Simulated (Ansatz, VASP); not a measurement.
**One calculation of BN, two programs**

```
CELL_PARAMETERS angstrom
2.48147 0.00000 0.00000
-1.24074 2.14902 0.00000
0.00000 0.00000 6.59116
ATOMIC_POSITIONS crystal
N 0.66667 0.33333 0.25000
N 0.33333 0.66667 0.75000
B 0.66667 0.33333 0.75000
B 0.33333 0.66667 0.25000
```

Alike in both runs: task single point; functional BLYP; dispersion D4; k mesh 12 × 12 × 4; occupations fermi-dirac, width 0.05 eV; no spin polarisation.

|  | VASP | Ansatz |
| --- | --- | --- |
| version | VASP 6.6.1 | Ansatz 0.2.0 |
| potentials or method | VASP PAW PBE potentials, release 64 (N, B) | Ansatz PAW |
| plane-wave cutoff (eV) | 520 | 420 |
| valence electrons in the cell | 16 | 16 |

VASP gave:

* gap on the k mesh at the Fermi level (eV): 4.39
* least direct gap on the mesh (eV): 4.77
* pressure (GPa): 7.1
* traceless stress, the component that is largest in VASP (GPa): -9.00

Question: Estimate Ansatz's values.

Answer: gap on the k mesh at the Fermi level (eV): 4.39; least direct gap on the mesh (eV): 4.76; pressure (GPa): 7.2; traceless stress, the component that is largest in VASP (GPa): -9.05.

VASP's potentials were made for PBE, not for BLYP.
